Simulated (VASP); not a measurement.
# Be12Cl: single point with PBE+D3(BJ)

System: Be12Cl, a slab with vacuum.

```
Be Cl
1.0
     4.58000    0.00000    0.00000
     2.29000    3.96640    0.00000
     0.00000    0.00000   16.58843
Be Cl
12 1
Direct
  0.00000 0.00000 0.06028
  0.50000 0.00000 0.06028
  0.00000 0.50000 0.06028
  0.50000 0.50000 0.06028
  0.82750 0.33967 0.16587
  0.32851 0.33729 0.16879
  0.83337 0.83448 0.16665
  0.32596 0.83462 0.16672
  0.98880 0.01301 0.26559
  0.49746 0.99594 0.27059
  0.97903 0.51384 0.27764
  0.49736 0.51367 0.27763
  0.27844 0.43105 0.38059
```

```json
{
  "Program": "VASP 6.6.1",
  "Task": "single point",
  "Functional": "PBE",
  "Dispersion": "D3(BJ)",
  "Potentials or basis": "VASP PAW PBE potentials, release 64 (Be, Cl)",
  "Cutoff": "520 eV",
  "k mesh": "4 × 4 × 1",
  "Occupations": "fermi-dirac, width 0.1 eV",
  "Spin": "no spin polarisation",
  "Dipole correction": "no",
  "Further INCAR settings": "ALGO = Normal; EDIFF = 1e-06; NBANDS = 28"
}
```

The largest force is 0.350 eV/Å and the band gap on the k mesh is zero (an odd number of electrons rules out a gap without spin polarisation). The dispersion energy per atom is -0.231 eV.

Forces on the atoms (eV/Å):
```
Be  -0.034  0.030  0.006
Be  -0.037  0.037  0.034
Be   0.061  0.039 -0.021
Be  -0.121  0.046 -0.024
Be   0.010  0.012  0.004
Be   0.011  0.005  0.004
Be  -0.003  0.021  0.000
Be   0.026  0.021  0.001
Be   0.017  0.024 -0.032
Be   0.016  0.039  0.103
Be   0.010  0.036 -0.010
Be   0.025  0.036 -0.009
Cl   0.021 -0.345 -0.056
```

Levels at points of the mesh, in eV from the Fermi level:
```tsv
k point	band 12	band 13	band 14	band 15	band 16	band 17	band 18	band 19	band 20	band 21
(0.00, 0.00, 0.00)	-1.98	-1.85	-1.78	-1.73	-1.71	0.07	2.83	2.85	2.96	4.05
(0.50, 0.00, 0.00)	-2.00	-1.29	-0.91	0.34	0.82	1.11	2.28	3.21	3.26	4.48
(0.50, 0.50, 0.00)	-2.00	-1.29	-0.91	0.34	0.82	1.11	2.28	3.21	3.25	4.49
(0.00, 0.50, 0.00)	-2.09	-1.27	-0.88	0.26	0.85	1.05	2.63	3.09	3.30	4.47
```

Wall time 3.7 min on 1 thread of Intel Xeon 8259CL (shared host), peak memory 0.41 GiB.

Caveat: the k points lie up to 0.40 Å⁻¹ apart, too coarse for converged energies and pressures of a metal; there is no dipole correction, which matters where the two faces differ.
